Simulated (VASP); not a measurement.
# BN (zinc blende) (F-43m) in VASP: further runs

The runs below take BN (zinc blende) through vibrations by perturbation theory, with LDA.

Everything below comes from runs of VASP 6.6.1. Logs are shortened: lines on timing, memory, paths and dates and some standing lists are left out, and cuts for length are marked.

## (1) The cell of the first run

Symmetry: F-43m, No. 216, cubic system. Conventional cell: a = 3.566 Å, b = 3.566 Å, c = 3.566 Å, α = 90.00°, β = 90.00°, γ = 90.00°. B (site symmetry -43m) has 4 N at 1.54 Å within 2.1 Å. N (site symmetry -43m) has 4 B at 1.54 Å within 2.1 Å.

## (2) Vibrations by perturbation theory, LDA

Contents of INCAR:

```
SYSTEM = BN
  PREC = Accurate
  ENCUT = 600
  EDIFF = 1E-8
  ISMEAR = 0
  SIGMA = 0.01
  LREAL = .False.
  LASPH = .True.
  NELM = 120
  ALGO = Normal
  ISIF = 2
  LWAVE = .False.
  LCHARG = .False.
  IBRION = 8
  NSW = 1
  GGA_COMPAT = .False.
```

Contents of KPOINTS:

```
Automatic mesh
0
Gamma
  10 10 10
  0 0 0
```

Contents of POSCAR:

```
BN
1.0
    0.0000000000      1.7831699782      1.7831699782
    1.7831699782      0.0000000000      1.7831699782
    1.7831699782      1.7831699782      0.0000000000
B N
1 1
Direct
    0.0000000000      0.0000000000      0.0000000000
    0.2500000000      0.2500000000      0.2500000000
```

Potentials or basis: VASP PAW LDA potentials, release 64 (B, N).

Started as:

```sh
> cat potpaw_LDA.64/B/POTCAR potpaw_LDA.64/N/POTCAR > POTCAR
> mpirun -np 1 vasp_std > vasp.out
```

OUTCAR:

```text
SYSTEM = BN
   PREC = Accurate
   ENCUT = 600
   EDIFF = 1E-8
   ISMEAR = 0
   LREAL = .False.
   LASPH = .True.
   NELM = 120
   ISIF = 2
   IBRION = 8
   NSW = 1

 ion  position               nearest neighbor table
   1  0.000  0.000  0.000-   2 1.54   2 1.54   2 1.54   2 1.54
   2  0.250  0.250  0.250-   1 1.54   1 1.54   1 1.54   1 1.54

  LATTYP: Found a face centered cubic cell.
 ALAT       =     3.5663399564

  Lattice vectors:

 A1 = (   0.0000000000,   1.7831699782,   1.7831699782)
 A2 = (   1.7831699782,   0.0000000000,   1.7831699782)
 A3 = (   1.7831699782,   1.7831699782,   0.0000000000)

Analysis of symmetry for initial positions (statically):
=====================================================================
 Subroutine PRICEL returns:
 Original cell was already a primitive cell.

 Routine SETGRP: Setting up the symmetry group for a
 face centered cubic supercell.

 Subroutine GETGRP returns: Found 24 space group operations
 (whereof 24 operations were pure point group operations)
 out of a pool of 48 trial point group operations.

The static configuration has the point symmetry T_d .

Analysis of symmetry for dynamics (positions and initial velocities):
=====================================================================
 Subroutine PRICEL returns:
 Original cell was already a primitive cell.

 Routine SETGRP: Setting up the symmetry group for a
 face centered cubic supercell.

 Subroutine GETGRP returns: Found 24 space group operations
 (whereof 24 operations were pure point group operations)
 out of a pool of 48 trial point group operations.

The dynamic configuration has the point symmetry T_d .

 Subroutine INISYM returns: Found 24 space group operations
 (whereof 24 operations are pure point group operations),
 and found     1 'primitive' translations

----------------------------------------------------------------------------------------

                                     Primitive cell

  volume of cell :      11.3399

  direct lattice vectors                    reciprocal lattice vectors
     0.000000000  1.783169978  1.783169978    -0.280399517  0.280399517  0.280399517
     1.783169978  0.000000000  1.783169978     0.280399517 -0.280399517  0.280399517
     1.783169978  1.783169978  0.000000000     0.280399517  0.280399517 -0.280399517

  length of vectors
     2.521783167  2.521783167  2.521783167     0.485666209  0.485666209  0.485666209

  position of ions in fractional coordinates (direct lattice)
     0.000000000  0.000000000  0.000000000
     0.250000000  0.250000000  0.250000000

  ion indices of the primitive-cell ions
   primitive index   ion index
                 1           1
                 2           2

----------------------------------------------------------------------------------------

 KPOINTS: Automatic mesh

Automatic generation of k-mesh.
 Grid dimensions read from file:
 generate k-points for:   10   10   10

 Generating k-lattice:

  Cartesian coordinates                     Fractional coordinates (reciprocal lattice)
    -0.028039952  0.028039952  0.028039952     0.100000000  0.000000000  0.000000000
     0.028039952 -0.028039952  0.028039952     0.000000000  0.100000000  0.000000000
     0.028039952  0.028039952 -0.028039952     0.000000000  0.000000000  0.100000000

  Length of vectors
     0.048566621  0.048566621  0.048566621

  Shift w.r.t. Gamma in fractional coordinates (k-lattice)
[... 77 lines left out ...]
   GGA     = CA    functional components
   LHFCALC =     F    Hartree Fock is set to
   AEXX    =    0.0000 exact exchange contribution
   IVDW    =     0    specifies the selected vdW correction
   LEPSILON=     F    determine dielectric tensor
   LRPA    =     F    only Hartree local field effects (RPA)
 non-spin polarized calculation
 Gauss-broadening in eV      SIGMA  =   0.01
  energy-cutoff  :      600.00
  volume of cell :       11.34
 maximum number of plane-waves:       388
   NGX =  9   NGY =  9   NGZ =  9

--------------------------------------- Ionic step        1  -------------------------------------------

 number of electron       7.9999999 magnetization

 Free energy of the ion-electron system (eV)
  ---------------------------------------------------
  ext. energy  EPLUGINS =         0.00000000
  ---------------------------------------------------
  free energy    TOTEN  =       -19.41319914 eV

  energy without entropy =      -19.41319914  energy(sigma->0) =      -19.41319914

 E-fermi :   7.9486     XC(G=0): -13.3013

 val. band max:        7.9060607935   @ k =   0.0000   0.0000   0.0000
 cond. band min:      12.2962697248   @ k =   0.5000   0.5000   0.0000
 fundamental gap:      4.3902089313
 Fermi energy:         7.9485854608

 k-point     1 :       0.0000    0.0000    0.0000
  band No.  band energies     occupation
      1     -12.6313      2.00000
      2       7.9061      2.00000
      3       7.9061      2.00000
      4       7.9061      2.00000
      5      16.7809      0.00000
      6      16.7809      0.00000
      7      16.7809      0.00000
      8      19.0136      0.00000
[... 243 lines left out ...]
 k-point    24 :       0.4000    0.3000    0.0000
  band No.  band energies     occupation
      1      -8.6845      2.00000
      2       1.0302      2.00000
      3       3.1997      2.00000
      4       3.6401      2.00000
      5      14.0123      0.00000
      6      18.7028      0.00000
      7      23.7635      0.00000
      8      23.7938      0.00000

 [... further k-points ...]

------------------------ aborting loop because EDIFF is reached ----------------------------------------

  FORCE on cell =-STRESS in cart. coord.  units (eV):
  Direction    XX          YY          ZZ          XY          YZ          ZX
  --------------------------------------------------------------------------------------
  -------------------------------------------------------------------------------------
  Total        0.4015873      0.4015873      0.4015873      0.0000000      0.0000000     -0.0000000
  in kB       56.7390794     56.7390794     56.7390794      0.0000000      0.0000000     -0.0000000
  external PRESSURE =      56.7390794 kB  Pullay stress =       0.0000000 kB

 VOLUME and BASIS-vectors are now :
 -----------------------------------------------------------------------------
  energy-cutoff  :      600.00
  volume of cell :       11.34
      direct lattice vectors                 reciprocal lattice vectors
     0.000000000  1.783169978  1.783169978    -0.280399517  0.280399517  0.280399517
     1.783169978  0.000000000  1.783169978     0.280399517 -0.280399517  0.280399517
     1.783169978  1.783169978  0.000000000     0.280399517  0.280399517 -0.280399517

 POSITION                                       TOTAL-FORCE (eV/Angst)
 -----------------------------------------------------------------------------------
      0.00000      0.00000      0.00000         0.000000      0.000000      0.000000
      0.89158      0.89158      0.89158        -0.000000     -0.000000     -0.000000
 -----------------------------------------------------------------------------------
    total drift:                               -0.000000     -0.000000     -0.000000

  FREE ENERGIE OF THE ION-ELECTRON SYSTEM (eV)
  ---------------------------------------------------
  free  energy   TOTEN  =       -19.4131991406 eV

  energy  without entropy=      -19.4131991406  energy(sigma->0) =      -19.41319914

[... ionic steps 2 to 3 ...]

--------------------------------------- Ionic step        4  -------------------------------------------

------------------------ aborting loop because EDIFF is reached ----------------------------------------

[... ionic steps 5 to 6 ...]

--------------------------------------- Ionic step        7  -------------------------------------------

 Free energy of the ion-electron system (eV)
  ---------------------------------------------------
  ---------------------------------------------------
  free energy    TOTEN  =        -0.22738495 eV

  energy without entropy =       -0.22738495

------------------------ aborting loop because EDIFF is reached ----------------------------------------

 INTERNAL STRAIN TENSOR  FOR ION    2  DIRECTION 1   (eV/Angst):
 -----------------------------------------------------------------------------
    -0.02561  0.00000  0.00000
     0.00000  0.01432 -3.46600
     0.00000 -3.46600  0.01432

 INTERNAL STRAIN TENSOR FOR ION    2 for displacements in x,y,z  (eV/Angst):
          X           Y           Z          XY          YZ          ZX
  --------------------------------------------------------------------------------
  x     0.00000     0.00000    -0.00000     0.00000    -3.46600     0.00000
  y     0.00000     0.00000    -0.00000     0.00000     0.00000    -3.46600
  z     0.00000    -0.00000     0.00000    -3.46600     0.00000     0.00000

 SECOND DERIVATIVES (NOT SYMMETRIZED)
 ------------------------------------
               1X          1Y          1Z          2X          2Y          2Z
  1X   -26.468927    0.000000    0.000000   26.468927    0.000000    0.000000
  1Y     0.000000  -26.468927    0.000000    0.000000   26.468927    0.000000
  1Z     0.000000    0.000000  -26.468927    0.000000    0.000000   26.468927
  2X    26.466341    0.000000    0.000000  -26.466341    0.000000    0.000000
  2Y     0.000000   26.466341    0.000000    0.000000  -26.466341    0.000000
  2Z     0.000000    0.000000   26.466341    0.000000    0.000000  -26.466341

 Eigenvectors and eigenvalues of the dynamical matrix
 ----------------------------------------------------

   1 f  =   32.563275 THz   204.601090 2PiTHz 1086.193929 cm-1   134.670823 meV
             X         Y         Z           dx          dy          dz
      0.000000  0.000000  0.000000     0.000000    0.751204    0.000000
      0.891585  0.891585  0.891585     0.000000   -0.660070    0.000000
[... 21 lines left out ...]
   6 f/i=    0.000789 THz     0.004956 2PiTHz    0.026309 cm-1     0.003262 meV
             X         Y         Z           dx          dy          dz
      0.000000  0.000000  0.000000     0.000000    0.000000   -0.660070
      0.891585  0.891585  0.891585     0.000000    0.000000   -0.751204

--------------------------------------------------------------------------------------------------------

 ELASTIC MODULI CONTR FROM IONIC RELAXATION (kBar)
 Direction    XX          YY          ZZ          XY          YZ          ZX
 --------------------------------------------------------------------------------
 XX          -0.0000     -0.0000      0.0000      0.0000      0.0000      0.0000
 YY          -0.0000     -0.0000      0.0000     -0.0000      0.0000      0.0000
 ZZ           0.0000      0.0000     -0.0000      0.0000     -0.0000     -0.0000
 XY           0.0000     -0.0000      0.0000    -60.6444     -0.0000      0.0000
 YZ           0.0000      0.0000     -0.0000     -0.0000    -60.6444     -0.0000
 ZX           0.0000      0.0000     -0.0000      0.0000     -0.0000    -60.6444
 --------------------------------------------------------------------------------
```

Run time: 66 s. Hardware: 1 thread of Intel Xeon 8259CL, shared host; peak memory 0.15 GiB.

What came out:

* Highest phonon frequency at Γ, LO-TO splitting left out: 1086 cm⁻¹

Phonon frequencies in cm⁻¹ (negative: imaginary):
```csv
q point,frequencies
"(0.000, 0.000, 0.000)",0 0 0 1086 1086 1086
```

Caveat: the cell wasn't relaxed at this level first, which shifts response properties.

## (3) Vibrations by perturbation theory, LDA

This run uses another cell than the first one, of 5.91 Å³/atom, 1.042 times its volume.

Contents of INCAR:

```
ALGO     = Normal         # electronic algorithm
EDIFF    = 1E-8           # SCF threshold, eV
ENCUT    = 600            # plane-wave cutoff, eV
GGA_COMPAT= F            
IBRION   = 8              # ionic algorithm
ISIF     = 2              # what is computed and relaxed
ISMEAR   = 0              # smearing method
LASPH    = T              # aspherical terms in the spheres
LCHARG   = T              # write CHGCAR
LREAL    = F              # projectors in reciprocal space
LWAVE    = F              # write WAVECAR
NELM     = 120            # most SCF steps
NSW      = 1              # ionic steps
PREC     = Accurate       # precision mode
SIGMA    = 0.01           # smearing width, eV
```

Contents of KPOINTS:

```
k-points
0
Gamma
  10 10 10
```

Contents of POSCAR:

```
BN
1.0
    0.0000000000      1.8076000000      1.8076000000
    1.8076000000      0.0000000000      1.8076000000
    1.8076000000      1.8076000000      0.0000000000
B N
1 1
Direct
    0.0000000000      0.0000000000      0.0000000000
    0.2500000000      0.2500000000      0.2500000000
```

Potentials or basis: VASP PAW LDA potentials, release 64 (B, N).

Started as:

```sh
> cat potpaw_LDA.64/B/POTCAR potpaw_LDA.64/N/POTCAR > POTCAR
> mpirun -np 1 vasp_std > vasp.out
```

OUTCAR:

```text
EDIFF = 1E-8
   ENCUT = 600
   IBRION = 8
   ISIF = 2
   ISMEAR = 0
   LASPH = T
   LREAL = F
   NELM = 120
   NSW = 1
   PREC = Accurate

 ion  position               nearest neighbor table
   1  0.000  0.000  0.000-   2 1.57   2 1.57   2 1.57   2 1.57
   2  0.250  0.250  0.250-   1 1.57   1 1.57   1 1.57   1 1.57

  LATTYP: Found a face centered cubic cell.
 ALAT       =     3.6152000000

  Lattice vectors:

 A1 = (   0.0000000000,   1.8076000000,   1.8076000000)
 A2 = (   1.8076000000,   0.0000000000,   1.8076000000)
 A3 = (   1.8076000000,   1.8076000000,   0.0000000000)

Analysis of symmetry for initial positions (statically):
=====================================================================
 Subroutine PRICEL returns:
 Original cell was already a primitive cell.

 Routine SETGRP: Setting up the symmetry group for a
 face centered cubic supercell.

 Subroutine GETGRP returns: Found 24 space group operations
 (whereof 24 operations were pure point group operations)
 out of a pool of 48 trial point group operations.

The static configuration has the point symmetry T_d .

Analysis of symmetry for dynamics (positions and initial velocities):
=====================================================================
 Subroutine PRICEL returns:
 Original cell was already a primitive cell.

 Routine SETGRP: Setting up the symmetry group for a
 face centered cubic supercell.

 Subroutine GETGRP returns: Found 24 space group operations
 (whereof 24 operations were pure point group operations)
 out of a pool of 48 trial point group operations.

The dynamic configuration has the point symmetry T_d .

[... 445 lines left out ...]
    total drift:                               -0.000000     -0.000000     -0.000000

  FREE ENERGIE OF THE ION-ELECTRON SYSTEM (eV)
  ---------------------------------------------------
  free  energy   TOTEN  =       -19.4067693972 eV

  energy  without entropy=      -19.4067693972  energy(sigma->0) =      -19.40676940

[... ionic steps 2 to 3 ...]

--------------------------------------- Ionic step        4  -------------------------------------------

------------------------ aborting loop because EDIFF is reached ----------------------------------------

[... ionic steps 5 to 6 ...]

--------------------------------------- Ionic step        7  -------------------------------------------

 Free energy of the ion-electron system (eV)
  ---------------------------------------------------
  ---------------------------------------------------
  free energy    TOTEN  =        -0.22656538 eV

  energy without entropy =       -0.22656538

------------------------ aborting loop because EDIFF is reached ----------------------------------------

 INTERNAL STRAIN TENSOR  FOR ION    2  DIRECTION 1   (eV/Angst):
 -----------------------------------------------------------------------------
    -0.02443  0.00000  0.00000
     0.00000  0.01368 -1.41572
     0.00000 -1.41572  0.01368

 INTERNAL STRAIN TENSOR FOR ION    2 for displacements in x,y,z  (eV/Angst):
          X           Y           Z          XY          YZ          ZX
  --------------------------------------------------------------------------------
  x     0.00000     0.00000     0.00000     0.00000    -1.41572     0.00000
  y     0.00000     0.00000     0.00000     0.00000     0.00000    -1.41572
  z     0.00000     0.00000     0.00000    -1.41572     0.00000     0.00000

 SECOND DERIVATIVES (NOT SYMMETRIZED)
 ------------------------------------
               1X          1Y          1Z          2X          2Y          2Z
  1X   -23.941730    0.000000    0.000000   23.941730    0.000000    0.000000
  1Y     0.000000  -23.941730    0.000000    0.000000   23.941730    0.000000
  1Z     0.000000    0.000000  -23.941730    0.000000    0.000000   23.941730
  2X    23.945961    0.000000    0.000000  -23.945961    0.000000    0.000000
  2Y     0.000000   23.945961    0.000000    0.000000  -23.945961    0.000000
  2Z     0.000000    0.000000   23.945961    0.000000    0.000000  -23.945961

 Eigenvectors and eigenvalues of the dynamical matrix
 ----------------------------------------------------

   1 f  =   30.971599 THz   194.600298 2PiTHz 1033.101351 cm-1   128.088185 meV
             X         Y         Z           dx          dy          dz
      0.000000  0.000000  0.000000     0.000000    0.751159    0.000000
      0.903800  0.903800  0.903800     0.000000   -0.660121    0.000000
[... 21 lines left out ...]
   6 f/i=    0.001357 THz     0.008525 2PiTHz    0.045258 cm-1     0.005611 meV
             X         Y         Z           dx          dy          dz
      0.000000  0.000000  0.000000     0.000000    0.000000   -0.660121
      0.903800  0.903800  0.903800     0.000000    0.000000   -0.751159

--------------------------------------------------------------------------------------------------------

 ELASTIC MODULI CONTR FROM IONIC RELAXATION (kBar)
 Direction    XX          YY          ZZ          XY          YZ          ZX
 --------------------------------------------------------------------------------
 XX          -0.0000     -0.0000      0.0000      0.0000     -0.0000      0.0000
 YY          -0.0000     -0.0000     -0.0000      0.0000      0.0000      0.0000
 ZZ           0.0000     -0.0000     -0.0000     -0.0000      0.0000      0.0000
 XY           0.0000      0.0000     -0.0000     -9.9180      0.0000      0.0000
 YZ          -0.0000      0.0000      0.0000      0.0000     -9.9180      0.0000
 ZX           0.0000      0.0000      0.0000      0.0000      0.0000     -9.9180
 --------------------------------------------------------------------------------
```

It took 70 s on 1 thread of Intel Xeon 8259CL, shared host; peak memory 0.15 GiB.

Results:

```yaml
Highest_phonon_frequency_at_Γ_LO-TO_splitting_left_out: 1033 cm⁻¹
```

Phonon frequencies in cm⁻¹ (negative: imaginary):
```
              q point           frequencies
(0.000, 0.000, 0.000)  0 0 0 1033 1033 1033
```

Caveat: the cell wasn't relaxed at this level first, which shifts response properties.
